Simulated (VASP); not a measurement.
## TiC: single point with PBEsol

Crystal: TiC.

```xyz
2
Lattice="0.0000 2.1640 2.1640 2.1640 0.0000 2.1640 2.1640 2.1640 0.0000" Properties=species:S:1:pos:R:3 pbc="T T T"
Ti    0.0000    0.0000    0.0000
C     2.1640    2.1640    2.1640
```

```yaml
Program: VASP 6.6.1
Task: single point
Functional: PBEsol
Potentials_or_basis: VASP PAW PBE potentials, release 64 (Ti_sv, C)
Cutoff: 520 eV
k_mesh: 18 × 18 × 18
Occupations: gaussian, width 0.15 eV
Spin: no spin polarisation
```

The pressure is -5.9 GPa and the band gap on the k mesh is zero (band 8 reaches 9.99 eV, above the bottom of band 9 at 8.92 eV).

Levels at points of the mesh, in eV from the Fermi level:
| k point | band 4 | band 5 | band 6 | band 7 | band 8 | band 9 | band 10 | band 11 | band 12 | band 13 |
| --- | --- | --- | --- | --- | --- | --- | --- | --- | --- | --- |
| (0.00, 0.00, 0.00) | -32.45 | -12.38 | 0.66 | 0.66 | 0.66 | 1.71 | 1.71 | 1.71 | 1.73 | 1.73 |
| (0.50, 0.00, 0.00) | -32.50 | -8.84 | -5.88 | -2.90 | -2.90 | 2.93 | 2.93 | 4.12 | 8.17 | 8.24 |
| (0.50, 0.50, 0.00) | -32.62 | -10.07 | -3.44 | -1.68 | -0.02 | -0.02 | 2.74 | 3.53 | 3.53 | 5.88 |

It took 20 s on 1 thread of Intel(R) Xeon(R) 6975P-C (Granite Rapids), with other jobs on the host, peak memory 0.18 GiB.

Caveat: the PAW data sets were made with another functional, which shifts forces and pressure a little.
